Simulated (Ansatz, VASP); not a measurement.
## One calculation of TaGe3, two programs

```
Ta Ge
1.0
     4.08804    0.00000    0.00000
     0.00000    4.08804    0.00000
     0.00000    0.00000    4.08804
Ta Ge
1 3
Direct
  0.00000 0.00000 0.00000
  0.00000 0.50000 0.50000
  0.50000 0.00000 0.50000
  0.50000 0.50000 0.00000
```

Alike in both runs: task relaxation of cell and atoms; functional PBE; k mesh 12 × 12 × 12; occupations gaussian, width 0.1 eV; no spin polarisation.

|  | VASP | Ansatz |
| --- | --- | --- |
| version | VASP 6.6.1 | Ansatz 0.2.0 |
| potentials or method | VASP PAW PBE potentials, release 64 (Ta_pv, Ge_d), cutoff 600 eV | scalar-relativistic, plane waves, PAW |
| valence electrons in the cell | 53 | 55 |

```csv
,VASP,Ansatz,Ansatz less VASP
"gap on the k mesh at the Fermi level, each at its own relaxed structure (eV)",none,none,-
relaxed volume (Å³/atom),17.57,17.54,-0.027
relaxed cell length with the largest relative difference (Å),4.127,4.124,-0.0021
```

A gap of «none» marks a metal or a gap that the smearing closes. VASP's potentials hold 53 valence electrons a cell and Ansatz's 55, so a difference there can come from the potentials and not from the codes.

Neither program's run includes spin-orbit coupling.
